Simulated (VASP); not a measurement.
A run of VASP 6.6.1 is set up as follows.

The input POSCAR:

```
ScTa3V
1.0
    4.7389415357      0.0000000000      0.0000000000
    0.0000000000      4.7389415357      0.0000000000
    0.0000000000      0.0000000000      4.7389415357
Sc Ta V
1 3 1
Direct
    0.5000000000      0.5000000000      0.5000000000
    0.0000000000      0.5000000000      0.5000000000
    0.5000000000      0.0000000000      0.5000000000
    0.5000000000      0.5000000000      0.0000000000
    0.0000000000      0.0000000000      0.0000000000
```

INCAR.step1

```
PREC = Accurate ; ENCUT = 520
ISMEAR = 0 ; SIGMA = 0.1
LREAL = False ; LASPH = True
NELM = 150 ; ISPIN = 2
MAGMOM = 0 0 0 0 2.34 ; LMAXMIX = 4
NBANDS = 40 ; GGA = PE
ALGO = Normal ; EDIFF = 1E-4
LWAVE = True ; LCHARG = False
```

The input INCAR.step2:

```
PREC = Accurate ; ENCUT = 520
EDIFF = 1E-6 ; ISMEAR = 0
SIGMA = 0.1 ; LREAL = False
LASPH = True ; NELM = 150
ALGO = Normal ; ISIF = 2
LWAVE = False ; LCHARG = False
ISPIN = 2 ; MAGMOM = 0 0 0 0 2.34
LORBIT = 11 ; LMAXMIX = 4
METAGGA = R2SCAN ; LMIXTAU = True
NBANDS = 40 ; ISTART = 1
```

The input KPOINTS:

```
Automatic mesh
0
Gamma
  4 4 4
```

Potentials or basis: VASP PAW PBE potentials, release 64 (Sc_sv, Ta_pv, V_sv).

Command:

```console
$ cat potpaw_PBE.64/Sc_sv/POTCAR potpaw_PBE.64/Ta_pv/POTCAR potpaw_PBE.64/V_sv/POTCAR > POTCAR
$ cp INCAR.step1 INCAR
$ mpirun -np 1 vasp_std > vasp.out
$ cp INCAR.step2 INCAR
$ mpirun -np 1 vasp_std > vasp.out
```

(1) What does it give for the pressure?

(2) Estimate the net moment.

Results:

(1) -3.4 GPa.

(2) 0.00 μB per cell.

Caveat: the cell stands under tension; the PAW data sets were made with another functional, which shifts forces and pressure a little.
